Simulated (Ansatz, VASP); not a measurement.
Zr: VASP beside Ansatz

```
Zr
1.0
    -1.81000    1.81000    1.79190
     1.81000   -1.81000    1.79190
     1.81000    1.81000   -1.79190
Zr
1
Direct
  0.00000 0.00000 0.00000
```

Change from the starting cell: zz strain of -1 %.

Alike in both runs: task single point; functional LDA; k mesh 16 × 16 × 16; occupations fermi-dirac, width 0.03 eV; no spin polarisation.

```csv
,VASP,Ansatz
version,VASP 6.6.1,Ansatz 0.2.0
potentials or method,"VASP PAW LDA potentials, release 64 (Zr_sv), cutoff 520 eV","all-electron LAPW, scalar-relativistic"
```

VASP gave:

- pressure (GPa): -8.8
- traceless stress, the component that is largest in VASP (GPa): -0.16

Problem. Which values does Ansatz return?

Solution. Pressure (GPa): -8.9; traceless stress, the component that is largest in VASP (GPa): -0.16.

LDA's correlation is that of Perdew and Zunger in VASP and of Perdew and Wang (1992) in Ansatz. Ansatz ran all-electron here, and VASP with PAW potentials.
